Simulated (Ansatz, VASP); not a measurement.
# One calculation of LiH, two programs

File POSCAR:

```
LiH
1.0
    0.0000000000      2.0046365219      2.0046365219
    2.0046365219      0.0000000000      2.0046365219
    2.0046365219      2.0046365219      0.0000000000
Li H
1 1
Direct
    0.0000000000      0.0000000000      0.0000000000
    0.5000000000      0.5000000000      0.5000000000
```

Contents of INCAR.step1:

```
SYSTEM = LiH
PREC = Accurate
ENCUT = 830
ISMEAR = 0
SIGMA = 0.05
LREAL = .False.
LASPH = .True.
NELM = 120
NBANDS = 9
GGA = PE
ALGO = Normal
EDIFF = 1E-5
LWAVE = .True.
LCHARG = .False.
GGA_COMPAT = .False.
```

The input INCAR.step2:

```
SYSTEM = LiH
PREC = Accurate
ENCUT = 830
EDIFF = 1E-6
ISMEAR = 0
SIGMA = 0.05
LREAL = .False.
LASPH = .True.
NELM = 120
ALGO = Normal
ISIF = 2
LWAVE = .False.
LCHARG = .True.
METAGGA = R2SCAN
LMIXTAU = .True.
LELF = .True.
LVHAR = .True.
NBANDS = 9
ISTART = 1
GGA_COMPAT = .False.
```

Contents of KPOINTS:

```
Automatic mesh
0
Gamma
  10 10 10
  0 0 0
```

Input for Ansatz:

```yaml
crystal:
  lattice:
    - [0.0, 2.0046365219, 2.0046365219]
    - [2.0046365219, 0.0, 2.0046365219]
    - [2.0046365219, 2.0046365219, 0.0]
  atoms:
    - { symbol: Li, position: [0.0, 0.0, 0.0] }
    - { symbol: H, position: [0.5, 0.5, 0.5] }
basis:
  ecutwfc: 500
  ecutrho_ratio: 4
kpoints:
  mp_grid: { grid: [10, 10, 10] }
hamiltonian:
  xc: r2scan
scf:
  occupations: { method: gaussian, width: 0.05 }
output:
  forces: true
  stress: true
  eigenvalues: true
```

Alike in both runs: task single point; functional r2SCAN; k mesh 10 × 10 × 10; occupations gaussian, width 0.05 eV; no spin polarisation.

```csv
,VASP,Ansatz
version,VASP 6.6.1,Ansatz 0.2.0
potentials or method,"VASP PAW PBE potentials, release 64 (Li_sv, H), cutoff 830 eV","scalar-relativistic, plane waves, PAW"
valence electrons in the cell,4,4
```

```tsv
	VASP	Ansatz	Ansatz less VASP
gap on the k mesh at the Fermi level (eV)	3.58	3.63	+0.053
least direct gap on the mesh (eV)	3.58	3.63	+0.053
pressure (GPa)	-0.1	-0.1	+0.01
```

VASP's potentials were made for PBE, not for r2SCAN. The functional is the same, so the differences come from potentials, cutoffs and numerics.
